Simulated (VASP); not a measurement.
**SiGe: single point with PBEsol**

Crystal: SiGe.

```
Si Ge
1.0
     3.90047    0.00000    0.00000
    -1.95023    3.37790    0.00000
     0.00000    0.00000    6.44316
Si Ge
2 2
Cartesian
  1.9502 1.1260 5.6348
  0.0000 2.2519 2.4133
  1.9502 1.1260 3.2245
  0.0000 2.2519 0.0029
```

```yaml
Program: VASP 6.6.1
Task: single point
Functional: PBEsol
Potentials_or_basis: VASP PAW PBE potentials, release 64 (Si, Ge_d)
Cutoff: 520 eV
k_mesh: 12 × 12 × 6
Occupations: gaussian, width 0.02 eV
Spin: no spin polarisation
```

```yaml
Pressure: 0.0 GPa
Band_gap_on_the_k_mesh: 0.35 eV (least direct gap 0.41 eV)
```

Levels at points of the mesh, in eV from the valence-band top:
```csv
k point,band 14,band 15,band 16,band 17,band 18,band 19,band 20,band 21,band 22,band 23
"(0.00, 0.00, 0.00)",-1.59,-1.59,-0.32,0.00,0.00,0.41,1.49,2.03,2.03,2.66
"(0.50, 0.00, 0.00)",-6.41,-4.78,-3.18,-3.04,-1.53,0.35,1.97,3.19,3.31,4.21
"(0.00, 0.00, 0.50)",-4.58,-0.97,-0.97,-0.97,-0.97,1.21,1.21,3.08,3.08,3.08
"(0.50, 0.00, 0.50)",-7.61,-2.61,-2.61,-2.53,-2.53,0.62,0.62,1.77,1.77,5.78
```

Wall time 81 s on 1 thread of AMD EPYC 9R14 (Zen 4), with other jobs on the host, peak memory 0.26 GiB.

Caveat: the PAW data sets were made with another functional, which shifts forces and pressure a little. A k mesh can miss the band edges.
